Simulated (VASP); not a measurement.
Wanted: the native input for a VASP 6.6.1 run.

```
Task                   : single point
Functional             : PBEsol
Potentials or basis    : VASP PAW PBE potentials, release 64 (Sn_d, Se)
Cutoff                 : 520 eV
k mesh                 : 6 × 6 × 6
Occupations            : gaussian, width 0.05 eV
Spin                   : no spin polarisation
Dipole correction      : no
Further INCAR settings : ALGO = Normal; EDIFF = 1e-06; NBANDS = 50
```

The structure of SnSe lies in POSCAR:

```
SnSe
1.0
    5.9455093302      0.0000000000      0.0000000000
    0.0000000000     -5.9455093302      0.0000000000
    0.0000000000      0.0000000000     -5.9455093302
Sn Se
4 4
Direct
    0.0000000000      0.0000000000      0.0000000000
    0.5000000000      0.5000000000      0.0000000000
    0.5000000000      0.0000000000      0.5000000000
    0.0000000000      0.5000000000      0.5000000000
    0.5000000000      0.0000000000      0.0100916501
    0.0000000000      0.5000000000      0.0000000000
    0.0000000000      0.0000000000      0.5000000000
    0.5000000000      0.5000000000      0.5000000000
```

This cell differs from its parent crystal: atom 5 (Se) moved -0.060 Å along Cartesian [0 0 1].

One way to write it, as run:

INCAR

```
  PREC = Accurate
  ENCUT = 520
  EDIFF = 1E-6
  ISMEAR = 0
  SIGMA = 0.05
  LREAL = F
  LASPH = T
  NELM = 100
  ALGO = Normal
  ISIF = 2
  LWAVE = F
  LCHARG = T
  GGA = PS
  LELF = T
  LVHAR = T
  NBANDS = 50
```

KPOINTS

```
Automatic mesh
0
Gamma
  6 6 6
```

Potentials or basis: VASP PAW PBE potentials, release 64 (Sn_d, Se).

Run with:

```bash
$ cat potpaw_PBE.64/Sn_d/POTCAR potpaw_PBE.64/Se/POTCAR > POTCAR
$ mpirun -np 1 vasp_std > vasp.out
```

It gave:

The pressure is 0.1 GPa, the largest force is 0.074 eV/Å and the band gap on the k mesh is 0.28 eV.

Caveat: the cell differs from its parent crystal (atom 5 (Se) moved -0.060 Å along Cartesian [0 0 1]); the PAW data sets were made with another functional, which shifts forces and pressure a little; spin-orbit coupling is left out, which moves the levels of the heavy elements.

Wall time 7.1 min on 1 thread of AMD EPYC 7R13, on a shared host, peak memory 0.5 GiB.
